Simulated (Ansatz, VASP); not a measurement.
## EuH3NCl3 in VASP and in Ansatz

Contents of INCAR:

```
SYSTEM = EuH3NCl3
PREC     = Accurate       ! precision mode
ENCUT    = 520            ! plane-wave cutoff, eV
EDIFF    = 1E-6           ! SCF threshold, eV
ISMEAR   = 0              ! smearing method
SIGMA    = 0.01           ! smearing width, eV
LREAL    = .FALSE.        ! projectors in reciprocal space
LASPH    = .TRUE.         ! aspherical terms in the spheres
NELM     = 150            ! most SCF steps
ALGO     = Normal         ! electronic algorithm
ISIF     = 2              ! what is computed and relaxed
LWAVE    = .FALSE.        ! write WAVECAR
LCHARG   = .FALSE.        ! write CHGCAR
ISPIN    = 2              ! spin polarisation
MAGMOM   = 6 0 0 0 0 0 0 0 ! initial moments
LORBIT   = 11             ! projections on sites
LMAXMIX  = 6              ! l up to which the mixer works
LDAU     = .TRUE.         ! DFT+U
LDAUTYPE = 2            
LDAUL    = 3 -1 -1 -1     ! shell
LDAUU    = 5 0 0 0        ! U, eV
LDAUJ    = 0 0 0 0      
LDAUPRINT= 1            
GGA      = PE             ! functional
NBANDS   = 37             ! bands
```

KPOINTS

```
regular mesh
0
G
  1 1 1
  0 0 0
```

The input POSCAR:

```
EuH3NCl3
1.0
   12.1800000000      0.0000000000      0.0000000000
    0.0000000000     12.1800000000      0.0000000000
    0.0000000000      0.0000000000     12.1800000000
Eu Cl N H
1 3 1 3
Direct
    0.5383144500      0.4616059100      0.5383144500
    0.6304622300      0.6240344800      0.6304622300
    0.3758850600      0.3694581300      0.6304622300
    0.6304622300      0.3694581300      0.3758850600
    0.4197208500      0.5801995100      0.4197208500
    0.3694581300      0.6304622300      0.4646239700
    0.4646239700      0.6304622300      0.3694581300
    0.3694581300      0.5352963900      0.3694581300
```

Input for Ansatz:

```yaml
crystal:
  lattice:
    - [12.18, 0.0, 0.0]
    - [0.0, 12.18, 0.0]
    - [0.0, 0.0, 12.18]
  atoms:
    - { symbol: Eu, position: [0.53831445, 0.46160591, 0.53831445], spin: 6.0 }
    - { symbol: Cl, position: [0.63046223, 0.62403448, 0.63046223] }
    - { symbol: Cl, position: [0.37588506, 0.36945813, 0.63046223] }
    - { symbol: Cl, position: [0.63046223, 0.36945813, 0.37588506] }
    - { symbol: "N", position: [0.41972085, 0.58019951, 0.41972085] }
    - { symbol: H, position: [0.36945813, 0.63046223, 0.46462397] }
    - { symbol: H, position: [0.46462397, 0.63046223, 0.36945813] }
    - { symbol: H, position: [0.36945813, 0.53529639, 0.36945813] }
basis:
  ecutwfc: 420
  ecutrho_ratio: 4
kpoints:
  mp_grid: { grid: [1, 1, 1] }
hamiltonian:
  xc: pbe
  hubbard: { sites: [{ species: Eu, l: f, u_eff: 5.0 }] }
scf:
  occupations: { method: gaussian, width: 0.01 }
output:
  forces: true
  eigenvalues: true
  populations: true
  hubbard: { sites: [{ species: Eu, l: f }] }
magnetization:
  spin_polarized: true
```

Alike in both runs: task single point; functional PBE; k mesh 1 × 1 × 1; occupations gaussian, width 0.01 eV; collinear spin; Hubbard terms Eu f U = 5.0 eV.

```csv
,VASP,Ansatz
version,VASP 6.6.1,Ansatz 0.2.0
potentials or method,"VASP PAW PBE potentials, release 64 (Eu, Cl, N, H), cutoff 520 eV","scalar-relativistic, plane waves, PAW"
valence electrons in the cell,46,46
```

|  | VASP | Ansatz | Ansatz less VASP |
| --- | --- | --- | --- |
| gap on the k mesh at the Fermi level (eV) | 0.95 | 0.76 | -0.190 |
| rms of the force components (eV/Å) | 0.062 | 0.028 | -0.0339 |
| net moment per atom (μB) | 0.75 | 0.75 | 0.000 |
| size of the moment on the site where the two differ most (μB) | 6.08 | 6.03 | -0.045 |

Site moments also hang on the region over which each program counts them. The programs project onto different local orbitals, so the same U acts differently, and such runs can settle in different states. Atom by atom the forces differ by 0.053 eV/Å (rms over components). Ansatz's warnings: given moment on shells, structure snapped to symmetry, symmetry narrowed by open shell.

Neither program's run includes spin-orbit coupling.
